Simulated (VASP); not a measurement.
# LiNbO3 (R3c) in VASP: notebook, part 2 of 2

VASP 6.6.1. The steps go on from the part before.

### Step 4. Single point, r2SCAN (atoms displaced along a vibrational mode)

POSCAR

```
LiNbO3
1.0
    2.5923872641      1.4967154848      4.5628211618
   -2.5923872641      1.4967154848      4.5628211618
    0.0000000000     -2.9934309695      4.5628211619
Li Nb O
2 2 6
Direct
    0.2405029516      0.2405029516      0.2405029516
    0.7405029516      0.7405029516      0.7405029516
   -0.0019726326     -0.0019726326     -0.0019726326
    0.4980273674      0.4980273674      0.4980273674
    0.1331657863      0.3761986951      0.7562102200
    0.7562102200      0.1331657863      0.3761986951
    0.3761986951      0.7562102200      0.1331657863
    0.8761986951      0.6331657863      0.2562102200
    0.2562102200      0.8761986951      0.6331657863
    0.6331657863      0.2562102200      0.8761986951
```

INCAR.step1

```
SYSTEM = LiNbO3
  PREC = Accurate
  ENCUT = 520
  ISMEAR = 0
  SIGMA = 0.05
  LREAL = .FALSE.
  LASPH = .TRUE.
  NELM = 100
  NBANDS = 45
  GGA = PE
  ALGO = Normal
  EDIFF = 1E-4
  LWAVE = .TRUE.
  LCHARG = .FALSE.
```

INCAR.step2

```
SYSTEM = LiNbO3
  PREC = Accurate
  ENCUT = 520
  EDIFF = 1E-6
  ISMEAR = 0
  SIGMA = 0.05
  LREAL = .FALSE.
  LASPH = .TRUE.
  NELM = 100
  ALGO = Normal
  ISIF = 2
  LWAVE = .FALSE.
  LCHARG = .FALSE.
  METAGGA = R2SCAN
  LMIXTAU = .TRUE.
  NBANDS = 45
  ISTART = 1
```

KPOINTS

```
Automatic mesh
0
G
  6 6 6
  0 0 0
```

Potentials or basis: VASP PAW PBE potentials, release 64 (Li_sv, Nb_sv, O).

Run with:

```
> cat potpaw_PBE.64/Li_sv/POTCAR potpaw_PBE.64/Nb_sv/POTCAR potpaw_PBE.64/O/POTCAR > POTCAR
> cp INCAR.step1 INCAR
> mpirun -np 1 vasp_std > vasp.out
> cp INCAR.step2 INCAR
> mpirun -np 1 vasp_std > vasp.out
```

OUTCAR:

```text
SYSTEM = LiNbO3
   PREC = Accurate
   ENCUT = 520
   EDIFF = 1E-6
   ISMEAR = 0
   LREAL = .FALSE.
   LASPH = .TRUE.
   NELM = 100
   ISIF = 2
   METAGGA = R2SCAN
   ISTART = 1

 ion  position               nearest neighbor table
   1  0.241  0.241  0.241-  10 1.97   9 1.97   8 1.97
   2  0.741  0.741  0.741-   6 1.97   7 1.97   5 1.97
   3  0.998  0.998  0.998-   8 1.93  10 1.93   9 1.93   5 2.04   7 2.04   6 2.04
   4  0.498  0.498  0.498-   5 1.93   6 1.93   7 1.93   8 2.04   9 2.04  10 2.04
   5  0.133  0.376  0.756-   4 1.93   2 1.97   3 2.04
   6  0.756  0.133  0.376-   4 1.93   2 1.97   3 2.04
   7  0.376  0.756  0.133-   4 1.93   2 1.97   3 2.04
   8  0.876  0.633  0.256-   3 1.93   1 1.97   4 2.04
   9  0.256  0.876  0.633-   3 1.93   1 1.97   4 2.04
  10  0.633  0.256  0.876-   3 1.93   1 1.97   4 2.04

  LATTYP: Found a trigonal (rhomboedric) cell.
 ALAT       =     5.4571023377
 COS(alpha) =     0.5486581990

  Lattice vectors:

 A1 = (   2.5923872641,   1.4967154848,   4.5628211618)
 A2 = (  -2.5923872641,   1.4967154848,   4.5628211618)
 A3 = (   0.0000000000,  -2.9934309695,   4.5628211619)

Analysis of symmetry for initial positions (statically):
=====================================================================
 Subroutine PRICEL returns:
 Original cell was already a primitive cell.

 Routine SETGRP: Setting up the symmetry group for a
 trigonal (rhombohedral) supercell.

 Subroutine GETGRP returns: Found  6 space group operations
 (whereof  3 operations were pure point group operations)
 out of a pool of 12 trial point group operations.

The static configuration has the point symmetry C_3 .
 The point group associated with its full space group is C_3v.

Analysis of symmetry for dynamics (positions and initial velocities):
=====================================================================
 Subroutine PRICEL returns:
 Original cell was already a primitive cell.

 Routine SETGRP: Setting up the symmetry group for a
 trigonal (rhombohedral) supercell.

 Subroutine GETGRP returns: Found  6 space group operations
 (whereof  3 operations were pure point group operations)
 out of a pool of 12 trial point group operations.

The dynamic configuration has the point symmetry C_3 .
 The point group associated with its full space group is C_3v.

 Subroutine INISYM returns: Found  6 space group operations
 (whereof  3 operations are pure point group operations),
 and found     1 'primitive' translations

----------------------------------------------------------------------------------------

                                     Primitive cell

  volume of cell :     106.2243

  direct lattice vectors                    reciprocal lattice vectors
     2.592387264  1.496715485  4.562821162     0.192872418  0.111354942  0.073054218
    -2.592387264  1.496715485  4.562821162    -0.192872418  0.111354942  0.073054218
     0.000000000 -2.993430969  4.562821162     0.000000000 -0.222709885  0.073054218

  length of vectors
     5.457102338  5.457102338  5.457102338     0.234385605  0.234385605  0.234385605

  position of ions in fractional coordinates (direct lattice)
     0.240502952  0.240502952  0.240502952
     0.740502952  0.740502952  0.740502952
     0.998027367  0.998027367  0.998027367
     0.498027367  0.498027367  0.498027367
     0.133165786  0.376198695  0.756210220
[... 52 lines left out ...]
  0.333333  0.166667 -0.000000     12.000000
[... 16 lines left out ...]
  0.500000  0.500000  0.166667      6.000000
 -0.333333  0.500000  0.166667     12.000000
 [... further k-points ...]
   k-points           NKPTS =     32   k-points in BZ     NKDIM =     32   number of bands    NBANDS=     45
   number of dos      NEDOS =    301   number of ions     NIONS =     10
   total plane-waves  NPLWV =  74088
   dimension x,y,z NGX =    42 NGY =   42 NGZ =   42
   dimension x,y,z NGXF=    84 NGYF=   84 NGZF=   84
   ions per type =               2   2   6
   NGX,Y,Z   is equivalent  to a cutoff of  12.79, 12.79, 12.79 a.u.
   NGXF,Y,Z  is equivalent  to a cutoff of  25.59, 25.59, 25.59 a.u.
 SYSTEM =  LiNbO3
   PREC   = accura    normal or accurate (medium, high low for compatibility)
   ISTART =      1    job   : 0-new  1-cont  2-samecut
   ICHARG =      0    charge: 1-file 2-atom 10-const
   ISPIN  =      1    spin polarized calculation?
   LNONCOLLINEAR =      F non collinear calculations
   LSORBIT =      F    spin-orbit coupling
   LASPH  =      T    aspherical Exc in radial PAW
   ENCUT  =  520.0 eV  38.22 Ry    6.18 a.u.  10.15 10.15 10.15*2*pi/ulx,y,z
   NELM   =    100;   NELMIN=  2; NELMDL=  0     # of ELM steps
   EDIFF  = 0.1E-05   stopping-criterion for ELM
   LREAL  =      F    real-space projection
   EDIFFG = 0.1E-04   stopping-criterion for IOM
   NSW    =      0    number of steps for IOM
   IBRION =     -1    ionic relax: 0-MD 1-quasi-New 2-CG
   NFREE  =      0    steps in history (QN), initial steepest desc. (CG)
   ISIF   =      2    stress and relaxation
   ISYM   =      2    0-nonsym 1-usesym 2-fastsym
   POTIM  = 0.5000    time-step for ionic-motion
   TEBEG  =    0.0;   TEEND  =   0.0 temperature during run
   PSTRESS=    0.0 pullay stress
   NELECT =      68.0000    total number of electrons
   NUPDOWN=      -1.0000    fix difference up-down
   EMIN   =  10.00;   EMAX   =-10.00  energy-range for DOS
   EFERMI =   0.00;   METHOD = LEGACY
   ISMEAR =     0;   SIGMA  =   0.05  broadening in eV -4-tet -1-fermi 0-gaus
   EFERMI_NEDOS =   21; number of points for ismear=-14 and -15
   IALGO  =     38    algorithm
   IMIX   =      4    mixing-type and parameters
     AMIX     =   0.40;   BMIX     =  1.00
     AMIX_MAG =   1.60;   BMIX_MAG =  1.00
  volume/ion in A,a.u.               =      10.62        71.68
  Fermi-wavevector in a.u.,A,eV,Ry     =   1.410923  2.666257 27.085153  1.990703
  Thomas-Fermi vector in A             =   2.532827
   LORBIT       =      0    0 simple, 1 ext, 2 COOP (PROOUT), +10 PAW based schemes
   METAGGA = R2SCAN    functional components
   LHFCALC =     F    Hartree Fock is set to
   AEXX    =    0.0000 exact exchange contribution
   IVDW    =     0    specifies the selected vdW correction
   LEPSILON=     F    determine dielectric tensor
   LRPA    =     F    only Hartree local field effects (RPA)
 non-spin polarized calculation
 Gauss-broadening in eV      SIGMA  =   0.05
  energy-cutoff  :      520.00
  volume of cell :      106.22
 maximum number of plane-waves:      2908
 NGX is ok and might be reduce to    42
   NGX = 21   NGY = 21   NGZ = 21

 number of electron      67.9999994 magnetization

 Free energy of the ion-electron system (eV)
  ---------------------------------------------------
  ext. energy  EPLUGINS =         0.00000000
  ---------------------------------------------------
  free energy    TOTEN  =      -118.37511175 eV

  energy without entropy =     -118.37511175  energy(sigma->0) =     -118.37511175

 E-fermi :   3.6346     XC(G=0): -11.4849

 val. band max:        3.3385372287   @ k =  -0.1667   0.1667   0.0000
 cond. band min:       6.5218684579   @ k =   0.5000   0.5000  -0.0000
 fundamental gap:      3.1833312292
 Fermi energy:         3.6346088163

 k-point     1 :       0.0000    0.0000    0.0000
  band No.  band energies     occupation
      1     -52.7704      2.00000
      2     -52.7529      2.00000
      3     -40.7584      2.00000
      4     -40.7566      2.00000
      5     -28.3000      2.00000
      6     -28.3000      2.00000
[... 1141 lines left out ...]
     44      13.9266      0.00000
     45      14.3379      0.00000

 [... further k-points ...]
[... 5 lines left out ...]
  --------------------------------------------------------------------------------------
  -------------------------------------------------------------------------------------
  Total        0.1292101      0.1292101      0.4189845      0.0000000      0.0000000     -0.0000000
  in kB        1.9488723      1.9488723      6.3195286      0.0000000      0.0000000     -0.0000000
  external PRESSURE =       3.4057577 kB  Pullay stress =       0.0000000 kB

 VOLUME and BASIS-vectors are now :
 -----------------------------------------------------------------------------
  energy-cutoff  :      520.00
  volume of cell :      106.22
      direct lattice vectors                 reciprocal lattice vectors
     2.592387264  1.496715485  4.562821162     0.192872418  0.111354942  0.073054218
    -2.592387264  1.496715485  4.562821162    -0.192872418  0.111354942  0.073054218
     0.000000000 -2.993430969  4.562821162     0.000000000 -0.222709885  0.073054218

 POSITION                                       TOTAL-FORCE (eV/Angst)
 -----------------------------------------------------------------------------------
      0.00000      0.00000      3.29212        -0.000000     -0.000000     -0.157337
      0.00000      0.00000     10.13635        -0.000000     -0.000000     -0.157337
      0.00000      0.00000     13.66146        -0.000000     -0.000000     -0.303751
      0.00000      0.00000      6.81723        -0.000000     -0.000000     -0.303751
     -0.63004     -1.50129      5.77459        -0.035567     -0.047743      0.153696
      1.61517      0.20502      5.77459         0.059131     -0.006930      0.153696
     -0.98514      1.29627      5.77459        -0.023563      0.054674      0.153696
      0.63004      1.49214      8.05600         0.035567     -0.047743      0.153696
     -1.60725     -0.20044      8.05600         0.023563      0.054674      0.153696
      0.97721     -1.29170      8.05600        -0.059131     -0.006930      0.153696
 -----------------------------------------------------------------------------------
    total drift:                               -0.000000      0.000001     -0.015687

  FREE ENERGIE OF THE ION-ELECTRON SYSTEM (eV)
  ---------------------------------------------------
  free  energy   TOTEN  =      -118.3751117455 eV

  energy  without entropy=     -118.3751117455  energy(sigma->0) =     -118.37511175
```

Run time: 7 min. Hardware: 1 thread of Intel Xeon 6975P-C (Granite Rapids), shared host; peak memory 0.34 GiB.

Results:

```
Free energy            : -118.3751 eV
Largest force          : 0.304 eV/Å
Band gap on the k mesh : 3.18 eV (least direct gap 3.34 eV)
```

Forces in eV/Å, atoms in the order of the input:
```
Li   0.000  0.000 -0.157
Li   0.000  0.000 -0.157
Nb   0.000  0.000 -0.304
Nb   0.000  0.000 -0.304
O   -0.036 -0.048  0.154
O    0.059 -0.007  0.154
O   -0.024  0.055  0.154
O    0.036 -0.048  0.154
O    0.024  0.055  0.154
O   -0.059 -0.007  0.154
```

Caveat: the cell differs from its parent crystal (atoms displaced along a vibrational mode); the cutoff is under 1.25 times the usual one of these potentials, so pressure, stress and relaxed cells hold a basis-set (Pulay) error; the PAW data sets were made with another functional, which shifts forces and pressure a little.

### Step 5. Overview

```tsv
cell	gap on the mesh (eV)	largest force (eV/Å)
as given, atomic positions A	3.70	0.33
as given, atomic positions B	3.42	0.26
as given, atomic positions C	3.18	0.30
```

Alike in all rows: task single point; level r2SCAN; potentials or basis VASP PAW PBE potentials, release 64 (Li_sv, Nb_sv, O); no spin polarisation; k mesh 6 × 6 × 6; cutoff (eV) 520; smearing gaussian 0.05 eV.

Caveats: the cutoff is under 1.25 times the usual one of these potentials, so pressure, stress and relaxed cells hold a basis-set (Pulay) error; the PAW data sets were made with another functional, which shifts forces and pressure a little.

Total energies depend on the potentials used, so only differences within one code and one set of settings carry meaning.
